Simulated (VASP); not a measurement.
Write the native input for VASP 6.6.1 that does the following.

- Task: single point
- Functional: PBEsol
- Potentials or basis: VASP PAW PBE potentials, release 64 (In_d, Se)
- Cutoff: 520 eV
- k mesh: 12 × 12 × 6
- Occupations: gaussian, width 0.15 eV
- Spin: no spin polarisation
- Dipole correction: no
- Further INCAR settings: ALGO = Normal; EDIFF = 1e-06; NBANDS = 34

The structure of InSe2 lies in POSCAR:

```
InSe2
1.0
    3.8327851473      0.0000000000      0.0000000000
    0.0000000000      3.8327851473      0.0000000000
    0.0000000000      0.0000000000      9.3405131992
In Se
2 4
Direct
    0.0000000000      0.5000000000      0.7051148767
    0.5000000000      0.0000000000      0.2948851233
    0.0000000000      0.5000000000      0.3669879178
    0.5000000000      0.0000000000      0.6330120822
    0.0000000000      0.0000000000      0.0000000000
    0.5000000000      0.5000000000      0.0000000000
```

The input as run:

INCAR

```
ALGO     = Normal         # electronic algorithm
EDIFF    = 1E-6           # SCF threshold, eV
ENCUT    = 520            # plane-wave cutoff, eV
GGA      = PS             # functional
ISIF     = 2              # what is computed and relaxed
ISMEAR   = 0              # smearing method
LASPH    = T              # aspherical terms in the spheres
LCHARG   = T              # write CHGCAR
LELF     = T              # ELF
LREAL    = F              # projectors in reciprocal space
LVHAR    = T            
LWAVE    = F              # write WAVECAR
NBANDS   = 34             # bands
NELM     = 100            # most SCF steps
PREC     = Accurate       # precision mode
SIGMA    = 0.15           # smearing width, eV
```

KPOINTS

```
k-points
0
Gamma
  12 12 6
```

Potentials or basis: VASP PAW PBE potentials, release 64 (In_d, Se).

Launch:

```sh
$ cat potpaw_PBE.64/In_d/POTCAR potpaw_PBE.64/Se/POTCAR > POTCAR
$ mpirun -np 1 vasp_std > vasp.out
```

It gave:

| Quantity | Value |
| --- | --- |
| Pressure | -0.1 GPa |
| Largest force | 0.015 eV/Å |
| Band gap on the k mesh | zero (bands 25 and 26 overlap by 2.24 eV) |

Caveat: the PAW data sets were made with another functional, which shifts forces and pressure a little; spin-orbit coupling is left out, which moves the levels of the heavy elements.

Run time: 4.1 min on 1 thread of Intel(R) Xeon(R) 6975P-C (Granite Rapids), on a shared host, peak memory 0.53 GiB.
